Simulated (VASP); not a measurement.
# Re: single point with PBE

Re:

```xyz
3
Lattice="1.3839 0.7990 6.6986 -1.3839 0.7990 6.6986 0.0000 -1.5980 6.6986" Properties=species:S:1:pos:R:3 pbc="T T T"
Re    0.0000    0.0000    0.0000
Re    0.0000    0.0000    4.4648
Re    0.0000    0.0000   15.6311
```

| Quantity | Value |
| --- | --- |
| Program | VASP 6.6.1 |
| Task | single point |
| Functional | PBE |
| Potentials or basis | VASP PAW PBE potentials, release 64 (Re) |
| Cutoff | 520 eV |
| k mesh | 9 × 9 × 9 |
| Occupations | gaussian, width 0.1 eV |
| Spin | no spin polarisation |

```json
{
 "Pressure": "3.2 GPa"
}
```

Stress tensor (GPa, compression positive):
```
3.59 0.00 0.00
0.00 3.59 0.00
0.00 0.00 2.43
```

Levels at points of the mesh, in eV from the Fermi level:
| k point | band 7 | band 8 | band 9 | band 10 | band 11 | band 12 | band 13 | band 14 |
| --- | --- | --- | --- | --- | --- | --- | --- | --- |
| (0.00, 0.00, 0.00) | -1.78 | -1.62 | -1.55 | -1.55 | -1.16 | -1.16 | 0.54 | 0.54 |

Run time: 3.2 min on 1 thread of Intel(R) Xeon(R) 6975P-C (Granite Rapids), on a shared host, peak memory 0.4 GiB.

Caveat: spin-orbit coupling is left out, which moves the levels of the heavy elements.
